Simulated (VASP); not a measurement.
# FeO: single point with PBE

FeO:

```
Fe O
1.0
     1.51768    0.87623    2.51579
    -1.51768    0.87623    2.51579
     0.00000   -1.75247    2.51579
Fe O
1 1
Cartesian
  0.0000 0.0000 0.0000
  0.0000 0.0000 3.7737
```

```yaml
Program: VASP 6.6.1
Task: single point
Functional: PBE
Potentials_or_basis: VASP PAW PBE potentials, release 64 (Fe_sv, O)
Cutoff: 600 eV
k_mesh: 11 × 11 × 11
Occupations: fermi-dirac, width 0.05 eV
Spin: collinear spin, ferromagnetic start
Starting_moments: "[-2.68, 0.0] μB"
```

* Pressure: -3.0 GPa
* Band gap on the k mesh: zero (filled and empty bands overlap)
* Net moment: -4.00 μB per cell
* Site moments: Fe -3.48; O -0.30 μB
* Valence electrons inside the program's atomic spheres: Fe 13.61; O 4.99

Stress tensor (GPa, compression positive):
```
-2.70  0.00  0.00
 0.00 -2.70  0.00
 0.00  0.00 -3.61
```

Levels at points of the mesh, in eV from the Fermi level:
Spin up:
```csv
k point,band 5,band 6,band 7,band 8,band 9,band 10,band 11,band 12,band 13,band 14
"(0.00, 0.00, 0.00)",-20.24,-3.38,-3.29,-3.29,-0.79,-0.71,-0.71,0.22,0.22,0.80
```
Spin down:
| k point | band 9 | band 10 | band 11 | band 12 | band 13 | band 14 | band 15 | band 16 | band 17 | band 18 |
| --- | --- | --- | --- | --- | --- | --- | --- | --- | --- | --- |
| (0.00, 0.00, 0.00) | -3.85 | -3.83 | -3.83 | -3.68 | -3.68 | 0.00 | 15.23 | 16.67 | 17.06 | 17.06 |

Run time: 48 s on 1 thread of Intel(R) Xeon(R) 6975P-C (Granite Rapids), on a shared host, peak memory 0.23 GiB.

Caveat: the cell stands under tension; a cell with one magnetic atom can't hold antiferromagnetic order, which such compounds often take; semilocal functionals often make such compounds metallic where correlation or magnetic order opens a gap, which also shifts bond lengths. With open d or f shells a metallic result of PBE can be an artefact of self-interaction; +U or a hybrid may open a gap.
